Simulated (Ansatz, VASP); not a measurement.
# Two plane-wave programs on AlNi

File POSCAR:

```
AlNi
1.0
    1.9386940000     -1.9531900000      0.0000000000
    1.9386940000      1.9531900000      0.0000000000
    0.0000000000      0.0000000000      3.0994300000
Al Ni
1 1
Direct
    0.0000000000      0.0000000000      0.0000000000
    0.5000000000      0.5000000000      0.5000000000
```

INCAR.step1

```
PREC = Accurate ; ENCUT = 520
ISMEAR = -1 ; SIGMA = 0.15
LREAL = F ; LASPH = T
NELM = 150 ; ISPIN = 2
MAGMOM = 0 1 ; LMAXMIX = 4
NBANDS = 18 ; GGA = PE
ALGO = Normal ; EDIFF = 1E-4
LWAVE = T ; LCHARG = F
```

INCAR.step2

```
PREC = Accurate ; ENCUT = 520
EDIFF = 1E-6 ; ISMEAR = -1
SIGMA = 0.15 ; LREAL = F
LASPH = T ; NELM = 150
ALGO = Normal ; ISIF = 2
LWAVE = F ; LCHARG = F
ISPIN = 2 ; MAGMOM = 0 1
LORBIT = 11 ; LMAXMIX = 4
METAGGA = R2SCAN ; LMIXTAU = T
NBANDS = 18 ; ISTART = 1
```

KPOINTS

```
regular mesh
0
Gamma
  10 10 9
```

Input for Ansatz:

```yaml
crystal:
  lattice:
    - [1.938694, -1.95319, 0.0]
    - [1.938694, 1.95319, 0.0]
    - [0.0, 0.0, 3.09943]
  atoms:
    - { symbol: Al, position: [0.0, 0.0, 0.0] }
    - { symbol: Ni, position: [0.5, 0.5, 0.5], spin: 1.0 }
basis:
  ecutwfc: 500.0
kpoints:
  mp_grid:
    grid: [10, 10, 9]
hamiltonian:
  xc: r2scan
magnetization:
  spin_polarized: true
scf:
  occupations:
    method: fermi_dirac
    width: 0.15
```

Alike in both runs: task single point; functional r2SCAN; k mesh 10 × 10 × 9; occupations fermi-dirac, width 0.15 eV; collinear spin.

|  | VASP | Ansatz |
| --- | --- | --- |
| version | VASP 6.6.1 | Ansatz 0.2.0 |
| potentials or method | VASP PAW PBE potentials, release 64 (Al, Ni), cutoff 520 eV | plane waves, PAW |
| valence electrons in the cell | 13 | 21 |

|  | VASP | Ansatz | Ansatz less VASP |
| --- | --- | --- | --- |
| net moment per atom (μB) | 0.00 | 0.00 | 0.000 |

VASP's potentials were made for PBE, not for r2SCAN. The functional is the same, so the differences come from potentials, cutoffs and numerics. VASP's potentials hold 13 valence electrons a cell and Ansatz's 21, so a difference there can come from the potentials and not from the codes. Ansatz's warnings: seeded moment not kept, stability check not made.
